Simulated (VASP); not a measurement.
# SnSe (Fm-3m) in VASP: notebook, part 2 of 2

VASP 6.6.1. The steps go on from the part before.

**4. Electric field gradients, PBE (volume scaled by 0.99)**

INCAR reads:

```
ALGO = Normal
EDIFF = 1E-8
ENCUT = 520
GGA = PE
ISIF = 2
ISMEAR = -1
LASPH = True
LCHARG = False
LEFG = True
LREAL = False
LWAVE = False
NBANDS = 17
NELM = 100
PREC = Accurate
SIGMA = 0.02
```

KPOINTS reads:

```
k-points
0
Gamma
  9 9 9
```

POSCAR reads:

```
SnSe
1.0
    0.0000000000      2.9999330352      2.9999330352
    2.9999330352      0.0000000000      2.9999330352
    2.9999330352      2.9999330352      0.0000000000
Sn Se
1 1
Direct
    0.0000000000      0.0000000000      0.0000000000
    0.5000000000      0.5000000000      0.5000000000
```

Potentials or basis: VASP PAW PBE potentials, release 64 (Sn_d, Se).

On the command line:

```
$ cat potpaw_PBE.64/Sn_d/POTCAR potpaw_PBE.64/Se/POTCAR > POTCAR
$ mpirun -np 1 vasp_std > vasp.out
```

OUTCAR:

```text
EDIFF = 1E-8
   ENCUT = 520
   GGA = PE
   ISIF = 2
   ISMEAR = -1
   LASPH = True
   LREAL = False
   NELM = 100
   PREC = Accurate

 ion  position               nearest neighbor table
   1  0.000  0.000  0.000-   2 3.00   2 3.00   2 3.00   2 3.00   2 3.00   2 3.00
   2  0.500  0.500  0.500-   1 3.00   1 3.00   1 3.00   1 3.00   1 3.00   1 3.00

  LATTYP: Found a face centered cubic cell.
 ALAT       =     5.9998660704

  Lattice vectors:

 A1 = (   0.0000000000,   2.9999330352,   2.9999330352)
 A2 = (   2.9999330352,   0.0000000000,   2.9999330352)
 A3 = (   2.9999330352,   2.9999330352,   0.0000000000)

Analysis of symmetry for initial positions (statically):
=====================================================================
 Subroutine PRICEL returns:
 Original cell was already a primitive cell.

 Routine SETGRP: Setting up the symmetry group for a
 face centered cubic supercell.

 Subroutine GETGRP returns: Found 48 space group operations
 (whereof 48 operations were pure point group operations)
 out of a pool of 48 trial point group operations.

The static configuration has the point symmetry O_h .

Analysis of symmetry for dynamics (positions and initial velocities):
=====================================================================
 Subroutine PRICEL returns:
 Original cell was already a primitive cell.

 Routine SETGRP: Setting up the symmetry group for a
 face centered cubic supercell.

 Subroutine GETGRP returns: Found 48 space group operations
 (whereof 48 operations were pure point group operations)
 out of a pool of 48 trial point group operations.

The dynamic configuration has the point symmetry O_h .

 Subroutine INISYM returns: Found 48 space group operations
 (whereof 48 operations are pure point group operations),
 and found     1 'primitive' translations

----------------------------------------------------------------------------------------

                                     Primitive cell

  volume of cell :      53.9964

  direct lattice vectors                    reciprocal lattice vectors
     0.000000000  2.999933035  2.999933035    -0.166670387  0.166670387  0.166670387
     2.999933035  0.000000000  2.999933035     0.166670387 -0.166670387  0.166670387
     2.999933035  2.999933035  0.000000000     0.166670387  0.166670387 -0.166670387

  length of vectors
     4.242545985  4.242545985  4.242545985     0.288681578  0.288681578  0.288681578

  position of ions in fractional coordinates (direct lattice)
     0.000000000  0.000000000  0.000000000
     0.500000000  0.500000000  0.500000000

  ion indices of the primitive-cell ions
   primitive index   ion index
                 1           1
                 2           2

----------------------------------------------------------------------------------------

 KPOINTS: k-points

Automatic generation of k-mesh.
 Grid dimensions read from file:
 generate k-points for:    9    9    9
[... 64 lines left out ...]
   EDIFF  = 0.1E-07   stopping-criterion for ELM
   LREAL  =      F    real-space projection
   EDIFFG = 0.1E-06   stopping-criterion for IOM
   NSW    =      0    number of steps for IOM
   IBRION =     -1    ionic relax: 0-MD 1-quasi-New 2-CG
   NFREE  =      0    steps in history (QN), initial steepest desc. (CG)
   ISIF   =      2    stress and relaxation
   ISYM   =      2    0-nonsym 1-usesym 2-fastsym
   POTIM  = 0.5000    time-step for ionic-motion
   TEBEG  =    0.0;   TEEND  =   0.0 temperature during run
   PSTRESS=    0.0 pullay stress
   NELECT =      20.0000    total number of electrons
   NUPDOWN=      -1.0000    fix difference up-down
   EMIN   =  10.00;   EMAX   =-10.00  energy-range for DOS
   EFERMI =   0.00;   METHOD = LEGACY
   ISMEAR =    -1;   SIGMA  =   0.02  broadening in eV -4-tet -1-fermi 0-gaus
   EFERMI_NEDOS =   21; number of points for ismear=-14 and -15
   IALGO  =     38    algorithm
   IMIX   =      4    mixing-type and parameters
     AMIX     =   0.40;   BMIX     =  1.00
     AMIX_MAG =   1.60;   BMIX_MAG =  1.00
  volume/ion in A,a.u.               =      27.00       182.19
  Fermi-wavevector in a.u.,A,eV,Ry     =   1.175700  2.221751 18.806939  1.382271
  Thomas-Fermi vector in A             =   2.312076
   LORBIT       =      0    0 simple, 1 ext, 2 COOP (PROOUT), +10 PAW based schemes
   GGA     = PE    functional components
   LHFCALC =     F    Hartree Fock is set to
   AEXX    =    0.0000 exact exchange contribution
   IVDW    =     0    specifies the selected vdW correction
   LEPSILON=     F    determine dielectric tensor
   LRPA    =     F    only Hartree local field effects (RPA)
 non-spin polarized calculation
  energy-cutoff  :      520.00
  volume of cell :       54.00
 maximum number of plane-waves:      1469
   NGX = 15   NGY = 15   NGZ = 15

 number of electron      20.0000007 magnetization

 Free energy of the ion-electron system (eV)
  ---------------------------------------------------
  ext. energy  EPLUGINS =         0.00000000
  ---------------------------------------------------
  free energy    TOTEN  =        -8.20963370 eV

  energy without entropy =       -8.20963369  energy(sigma->0) =       -8.20963370

 E-fermi :   5.9489     XC(G=0):  -9.6432

 val. band max:        5.6464105667   @ k =  -0.3333   0.1111   0.0000
 cond. band min:       6.2510217560   @ k =  -0.3333   0.1111   0.0000
 fundamental gap:      0.6046111894
 Fermi energy:         5.9489376637

 k-point     1 :       0.0000    0.0000    0.0000
  band No.  band energies     occupation
      1     -15.9013      2.00000
      2     -15.9013      2.00000
      3     -15.9013      2.00000
      4     -15.8994      2.00000
      5     -15.8994      2.00000
      6      -8.2312      2.00000
[... 457 lines left out ...]
      4     -15.8836      2.00000
      5     -15.8836      2.00000
      6      -7.0379      2.00000
[... 9 lines left out ...]
     16      17.4612      0.00000
     17      18.3414      0.00000

 [... further k-points ...]
[... 5 lines left out ...]
  --------------------------------------------------------------------------------------
  -------------------------------------------------------------------------------------
  Total        0.5315012      0.5315012      0.5315012      0.0000000      0.0000000      0.0000000
  in kB       15.7706703     15.7706703     15.7706703      0.0000000      0.0000000      0.0000000
  external PRESSURE =      15.7706703 kB  Pullay stress =       0.0000000 kB

 VOLUME and BASIS-vectors are now :
 -----------------------------------------------------------------------------
  energy-cutoff  :      520.00
  volume of cell :       54.00
      direct lattice vectors                 reciprocal lattice vectors
     0.000000000  2.999933035  2.999933035    -0.166670387  0.166670387  0.166670387
     2.999933035  0.000000000  2.999933035     0.166670387 -0.166670387  0.166670387
     2.999933035  2.999933035  0.000000000     0.166670387  0.166670387 -0.166670387

 POSITION                                       TOTAL-FORCE (eV/Angst)
 -----------------------------------------------------------------------------------
      0.00000      0.00000      0.00000        -0.000000     -0.000000      0.000000
      2.99993      2.99993      2.99993         0.000000      0.000000     -0.000000
 -----------------------------------------------------------------------------------
    total drift:                                0.000000     -0.000000     -0.000000

  FREE ENERGIE OF THE ION-ELECTRON SYSTEM (eV)
  ---------------------------------------------------
  free  energy   TOTEN  =        -8.2096337038 eV

  energy  without entropy=       -8.2096336921  energy(sigma->0) =       -8.20963370

 Electric field gradients (V/A^2)
---------------------------------------------------------------------
 ion       V_xx      V_yy      V_zz      V_xy      V_xz      V_yz
---------------------------------------------------------------------
   1      -0.000     0.000     0.000     0.002     0.002     0.002
   2       0.000    -0.000    -0.000    -0.000    -0.000    -0.000
---------------------------------------------------------------------

 Electric field gradients after diagonalization (V/A^2)
 (convention: |V_zz| > |V_xx| > |V_yy|)
----------------------------------------------------------------------
 ion       V_xx      V_yy      V_zz     asymmetry (V_yy - V_xx)/ V_zz
----------------------------------------------------------------------
   1      -0.002    -0.002     0.004       0.000
   2       0.000     0.000    -0.000       0.000
----------------------------------------------------------------------

           NMR quadrupolar parameters

 Cq : quadrupolar parameter    Cq=e*Q*V_zz/h
 eta: asymmetry parameters     (V_yy - V_xx)/ V_zz
 Q  : nuclear electric quadrupole moment in mb (millibarn)
----------------------------------------------------------------------
 ion       Cq(MHz)       eta       Q (mb)
----------------------------------------------------------------------
   1       0.000       0.000       1.000
   2      -0.000       0.000       1.000
----------------------------------------------------------------------
```

stdout:

```text
POSCAR found type information on POSCAR SnSe
 POSCAR found :  2 types and       2 ions
 scaLAPACK will be used
 LDA part: xc-table for (Slater+PW92), standard interpolation
 POSCAR, INCAR and KPOINTS ok, starting setup
 FFT: planning ... GRIDC
 FFT: planning ... GRID_SOFT
 FFT: planning ... GRID
 WAVECAR not read
 entering main loop
ion   1

ion   2
```

Wall time 20 s (1 thread of Intel Xeon Platinum 8375C at 2.90GHz (Ice Lake), shared host); peak memory 0.19 GiB.

What came out:

* Free energy: -8.2096 eV
* Pressure: 1.6 GPa

Levels at points of the mesh, in eV from the Fermi level:
| k point | band 7 | band 8 | band 9 | band 10 | band 11 | band 12 | band 13 | band 14 |
| --- | --- | --- | --- | --- | --- | --- | --- | --- |
| (0.00, 0.00, 0.00) | -5.28 | -2.46 | -2.46 | -2.46 | 4.11 | 4.11 | 4.11 | 5.61 |

Caveat: the cell differs from its parent crystal (volume scaled by 0.99); this odd mesh misses L, where the gap lies, so gap, dielectric constants and Born charges aren't listed; without QUAD_EFG the Cq values of the log hold for a quadrupole moment of 1 mb, not for the nuclei; spin-orbit coupling is left out, which moves the levels of the heavy elements.

**5. Electric field gradients, PBE**

This run uses another cell than the first one, of 27.27 Å³/atom, 1.020 times its volume.

INCAR reads:

```
SYSTEM = SnSe
PREC = Accurate
ENCUT = 520
EDIFF = 1E-8
ISMEAR = -1
SIGMA = 0.02
LREAL = .False.
LASPH = .True.
NELM = 100
ALGO = Normal
ISIF = 2
LWAVE = .False.
LCHARG = .False.
GGA = PE
LEFG = .True.
NBANDS = 17
```

KPOINTS reads:

```
regular mesh
0
Gamma
  9 9 9
  0 0 0
```

POSCAR reads:

```
SnSe
1.0
    0.0000000000      3.0100000000      3.0100000000
    3.0100000000      0.0000000000      3.0100000000
    3.0100000000      3.0100000000      0.0000000000
Sn Se
1 1
Direct
    0.0000000000      0.0000000000      0.0000000000
    0.5000000000      0.5000000000      0.5000000000
```

Potentials or basis: VASP PAW PBE potentials, release 64 (Sn_d, Se).

On the command line:

```
$ cat potpaw_PBE.64/Sn_d/POTCAR potpaw_PBE.64/Se/POTCAR > POTCAR
$ mpirun -np 1 vasp_std > vasp.out
```

OUTCAR:

```text
SYSTEM = SnSe
   PREC = Accurate
   ENCUT = 520
   EDIFF = 1E-8
   ISMEAR = -1
   LREAL = .False.
   LASPH = .True.
   NELM = 100
   ISIF = 2
   GGA = PE

 ion  position               nearest neighbor table
   1  0.000  0.000  0.000-   2 3.01   2 3.01   2 3.01   2 3.01   2 3.01   2 3.01
   2  0.500  0.500  0.500-   1 3.01   1 3.01   1 3.01   1 3.01   1 3.01   1 3.01

  LATTYP: Found a face centered cubic cell.
 ALAT       =     6.0200000000

  Lattice vectors:

 A1 = (   0.0000000000,   3.0100000000,   3.0100000000)
[... 692 lines left out ...]
  ---------------------------------------------------
  free  energy   TOTEN  =        -8.2141917433 eV

  energy  without entropy=       -8.2141917364  energy(sigma->0) =       -8.21419174

 Electric field gradients (V/A^2)
---------------------------------------------------------------------
 ion       V_xx      V_yy      V_zz      V_xy      V_xz      V_yz
---------------------------------------------------------------------
   1      -0.000     0.000     0.000     0.002     0.002     0.002
   2      -0.000    -0.000    -0.000    -0.000    -0.000    -0.000
---------------------------------------------------------------------

 Electric field gradients after diagonalization (V/A^2)
 (convention: |V_zz| > |V_xx| > |V_yy|)
----------------------------------------------------------------------
 ion       V_xx      V_yy      V_zz     asymmetry (V_yy - V_xx)/ V_zz
----------------------------------------------------------------------
   1      -0.002    -0.002     0.003       0.000
   2       0.000     0.000    -0.000       0.000
----------------------------------------------------------------------

           NMR quadrupolar parameters

 Cq : quadrupolar parameter    Cq=e*Q*V_zz/h
 eta: asymmetry parameters     (V_yy - V_xx)/ V_zz
 Q  : nuclear electric quadrupole moment in mb (millibarn)
----------------------------------------------------------------------
 ion       Cq(MHz)       eta       Q (mb)
----------------------------------------------------------------------
   1       0.000       0.000       1.000
   2      -0.000       0.000       1.000
----------------------------------------------------------------------
```

OSZICAR:

```text
N       E                     dE             d eps       ncg     rms          rms(c)
DAV:   1     0.135760695943E+03    0.13576E+03   -0.98264E+03  1191   0.145E+03
DAV:   2     0.468988044815E+01   -0.13107E+03   -0.12662E+03  1247   0.345E+02
DAV:   3    -0.804961505161E+01   -0.12739E+02   -0.12641E+02  1461   0.955E+01
DAV:   4    -0.839053031429E+01   -0.34092E+00   -0.34052E+00  1427   0.163E+01
DAV:   5    -0.839980701319E+01   -0.92767E-02   -0.92762E-02  1663   0.266E+00    0.306E+00
DAV:   6    -0.821317156862E+01    0.18664E+00   -0.46093E-01  1722   0.388E+00    0.181E+00
DAV:   7    -0.821205780598E+01    0.11138E-02   -0.83037E-02  1442   0.128E+00    0.907E-01
DAV:   8    -0.821434481210E+01   -0.22870E-02   -0.91491E-03  1485   0.847E-01    0.124E-01
DAV:   9    -0.821410862586E+01    0.23619E-03   -0.15395E-03  1702   0.316E-01    0.529E-02
DAV:  10    -0.821418579302E+01   -0.77167E-04   -0.18589E-04  1405   0.771E-02    0.117E-02
DAV:  11    -0.821419153074E+01   -0.57377E-05   -0.16861E-05  1591   0.367E-02    0.268E-03
DAV:  12    -0.821419185749E+01   -0.32675E-06   -0.12354E-06  1503   0.115E-02    0.144E-03
DAV:  13    -0.821419177479E+01    0.82695E-07   -0.83852E-08  1440   0.265E-03    0.542E-04
DAV:  14    -0.821419172152E+01    0.53273E-07   -0.36221E-08  1371   0.156E-03    0.125E-04
DAV:  15    -0.821419173703E+01   -0.15512E-07   -0.13588E-09   837   0.352E-04    0.593E-05
DAV:  16    -0.821419174335E+01   -0.63178E-08   -0.15579E-10   743   0.121E-04
   1 F= -.82141917E+01 E0= -.82141917E+01  d E =-.699250E-08
```

Run time: 21 s. Hardware: 1 thread of Intel Xeon Platinum 8375C at 2.90GHz (Ice Lake), shared host; peak memory 0.19 GiB.

Results:

- Free energy: -8.2142 eV
- Pressure: 1.0 GPa

Caveat: this odd mesh misses L, where the gap lies, so gap, dielectric constants and Born charges aren't listed; without QUAD_EFG the Cq values of the log hold for a quadrupole moment of 1 mb, not for the nuclei; spin-orbit coupling is left out, which moves the levels of the heavy elements.

**6. Electric field gradients, PBE (volume scaled by 1.01)**

INCAR reads:

```
PREC = Accurate
ENCUT = 520
EDIFF = 1E-8
ISMEAR = -1
SIGMA = 0.02
LREAL = F
LASPH = T
NELM = 100
ALGO = Normal
ISIF = 2
LWAVE = F
LCHARG = F
GGA = PE
LEFG = T
NBANDS = 17
```

KPOINTS reads:

```
regular mesh
0
Gamma
  9 9 9
```

POSCAR reads:

```
SnSe
1.0
    0.0000000000      3.0200000735      3.0200000735
    3.0200000735      0.0000000000      3.0200000735
    3.0200000735      3.0200000735      0.0000000000
Sn Se
1 1
Direct
    0.0000000000      0.0000000000      0.0000000000
    0.5000000000      0.5000000000      0.5000000000
```

Potentials or basis: VASP PAW PBE potentials, release 64 (Sn_d, Se).

On the command line:

```
$ cat potpaw_PBE.64/Sn_d/POTCAR potpaw_PBE.64/Se/POTCAR > POTCAR
$ mpirun -np 1 vasp_std > vasp.out
```

OUTCAR:

```text
PREC = Accurate
   ENCUT = 520
   EDIFF = 1E-8
   ISMEAR = -1
   LREAL = F
   LASPH = T
   NELM = 100
   ISIF = 2
   GGA = PE

 ion  position               nearest neighbor table
   1  0.000  0.000  0.000-   2 3.02   2 3.02   2 3.02   2 3.02   2 3.02   2 3.02
   2  0.500  0.500  0.500-   1 3.02   1 3.02   1 3.02   1 3.02   1 3.02   1 3.02

  LATTYP: Found a face centered cubic cell.
 ALAT       =     6.0400001470

  Lattice vectors:

 A1 = (   0.0000000000,   3.0200000735,   3.0200000735)
 A2 = (   3.0200000735,   0.0000000000,   3.0200000735)
[... 691 lines left out ...]
  ---------------------------------------------------
  free  energy   TOTEN  =        -8.2169148906 eV

  energy  without entropy=       -8.2169148863  energy(sigma->0) =       -8.21691489

 Electric field gradients (V/A^2)
---------------------------------------------------------------------
 ion       V_xx      V_yy      V_zz      V_xy      V_xz      V_yz
---------------------------------------------------------------------
   1      -0.000     0.000     0.000     0.001     0.001     0.001
   2      -0.000    -0.000    -0.000    -0.000    -0.000    -0.000
---------------------------------------------------------------------

 Electric field gradients after diagonalization (V/A^2)
 (convention: |V_zz| > |V_xx| > |V_yy|)
----------------------------------------------------------------------
 ion       V_xx      V_yy      V_zz     asymmetry (V_yy - V_xx)/ V_zz
----------------------------------------------------------------------
   1      -0.001    -0.001     0.003       0.000
   2       0.000     0.000    -0.000       0.000
----------------------------------------------------------------------

           NMR quadrupolar parameters

 Cq : quadrupolar parameter    Cq=e*Q*V_zz/h
 eta: asymmetry parameters     (V_yy - V_xx)/ V_zz
 Q  : nuclear electric quadrupole moment in mb (millibarn)
----------------------------------------------------------------------
 ion       Cq(MHz)       eta       Q (mb)
----------------------------------------------------------------------
   1       0.000       0.000       1.000
   2      -0.000       0.000       1.000
----------------------------------------------------------------------
```

It took 20 s on 1 thread of Intel Xeon Platinum 8375C at 2.90GHz (Ice Lake), shared host; peak memory 0.19 GiB.

Results:

| Property | Result |
| --- | --- |
| Free energy | -8.2169 eV |
| Pressure | 0.5 GPa |

Levels at points of the mesh, in eV from the Fermi level:
| k point | band 6 | band 7 | band 8 | band 9 | band 10 | band 11 | band 12 | band 13 | band 14 | band 15 |
| --- | --- | --- | --- | --- | --- | --- | --- | --- | --- | --- |
| (0.00, 0.00, 0.00) | -14.03 | -5.33 | -2.39 | -2.39 | -2.39 | 4.05 | 4.05 | 4.05 | 5.65 | 5.65 |

Caveat: the cell differs from its parent crystal (volume scaled by 1.01); this odd mesh misses L, where the gap lies, so gap, dielectric constants and Born charges aren't listed; without QUAD_EFG the Cq values of the log hold for a quadrupole moment of 1 mb, not for the nuclei; spin-orbit coupling is left out, which moves the levels of the heavy elements.

**7. The runs side by side**

| cell | pressure (GPa) |
| --- | --- |
| a = 4.228 Å, angles 60.0°, 2 atoms | 2.2 |
| a = 4.243 Å, angles 60.0°, 2 atoms | 1.6 |
| a = 4.257 Å, angles 60.0°, 2 atoms | 1.0 |
| a = 4.271 Å, angles 60.0°, 2 atoms | 0.5 |

Alike in all rows: task electric field gradients; level PBE; potentials or basis VASP PAW PBE potentials, release 64 (Sn_d, Se); no spin polarisation; k mesh 9 × 9 × 9; cutoff (eV) 520; smearing fermi-dirac 0.02 eV.

Caveats: spin-orbit coupling is left out, which moves the levels of the heavy elements.

Total energies depend on the potentials used, so only differences within one code and one set of settings carry meaning.
